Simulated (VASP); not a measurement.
## ZrC: single point with PBEsol

ZrC:

```
Zr C
1.0
     3.45073    0.00000    0.00000
    -1.72536    2.98842    0.00000
     0.00000    0.00000    5.38247
Zr C
2 2
Direct
  0.33333 0.66667 0.25000
  0.66667 0.33333 0.75000
  0.00000 0.00000 0.00000
  0.00000 0.00000 0.50000
```

```json
{
 "Program": "VASP 6.6.1",
 "Task": "single point",
 "Functional": "PBEsol",
 "Potentials or basis": "VASP PAW PBE potentials, release 64 (Zr_sv, C)",
 "Cutoff": "520 eV",
 "k mesh": "8 × 8 × 5",
 "Occupations": "methfessel-paxton, width 0.15 eV",
 "Spin": "no spin polarisation",
 "Dipole correction": "no",
 "Further INCAR settings": "ALGO = Normal; EDIFF = 1e-06; NBANDS = 24"
}
```

| Item | Value |
| --- | --- |
| Pressure | -16.9 GPa |
| Band gap on the k mesh | zero (bands 16 and 17 overlap by 1.01 eV) |

Stress tensor (GPa, compression positive):
```
-17.67   0.00   0.00
  0.00 -17.67   0.00
  0.00   0.00 -15.28
```

Levels at points of the mesh, in eV from the Fermi level:
```csv
k point,band 12,band 13,band 14,band 15,band 16,band 17,band 18,band 19,band 20,band 21
"(0.00, 0.00, 0.00)",-2.63,-2.63,-0.98,-0.98,0.94,1.22,1.22,1.59,1.59,2.29
"(0.50, 0.00, 0.00)",-3.37,-2.99,-2.74,-1.39,-0.77,1.46,3.87,3.99,4.02,4.43
```

Wall time 2.1 min on 1 thread of AMD EPYC 7571 (shared host), peak memory 0.16 GiB.

Caveat: the cell stands under tension; the PAW data sets were made with another functional, which shifts forces and pressure a little.
